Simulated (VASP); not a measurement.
Ba2SeO: single point with PBE

Crystal: Ba2SeO.

```xyz
4
Lattice="4.4999 0.0000 0.0000 0.0000 4.4999 0.0000 0.0000 0.0000 6.3757" Properties=species:S:1:pos:R:3 pbc="T T T"
O     0.0000    0.0000    0.0000
Ba    0.0000    0.0000    3.1879
Ba    2.2499    2.2499    0.0000
Se    2.2499    2.2499    3.1879
```

```yaml
Program: VASP 6.6.1
Task: single point
Functional: PBE
Potentials_or_basis: VASP PAW PBE potentials, release 64 (O, Ba_sv, Se)
Cutoff: 520 eV
k_mesh: 6 × 6 × 4
Occupations: gaussian, width 0.01 eV
Spin: no spin polarisation
```

| Quantity | Value |
| --- | --- |
| Pressure | -1.7 GPa |
| Band gap on the k mesh | 1.45 eV |

Levels at points of the mesh, in eV from the valence-band top:
```tsv
k point	band 12	band 13	band 14	band 15	band 16	band 17	band 18	band 19	band 20	band 21
(0.00, 0.00, 0.00)	-0.75	-0.75	-0.05	0.00	0.00	1.45	2.14	3.39	3.39	3.65
(0.50, 0.00, 0.00)	-1.91	-1.24	-0.86	-0.48	-0.25	3.26	4.10	4.41	4.46	4.57
(0.50, 0.50, 0.00)	-1.12	-0.85	-0.11	-0.11	-0.04	1.61	1.61	4.04	5.11	5.54
(0.00, 0.00, 0.50)	-0.87	-0.87	-0.67	-0.06	-0.06	1.74	2.95	3.25	3.89	4.32
(0.50, 0.00, 0.50)	-2.44	-2.01	-0.83	-0.67	-0.54	4.06	4.40	4.77	5.16	5.34
(0.50, 0.50, 0.50)	-1.27	-1.27	-0.54	-0.26	-0.26	3.11	3.11	4.18	4.18	4.77
```

It took 52 s on 1 thread of Intel(R) Xeon(R) 6975P-C (Granite Rapids) (shared host), peak memory 0.29 GiB.

Caveat: spin-orbit coupling is left out, which moves the levels of the heavy elements. A k mesh can miss the band edges.
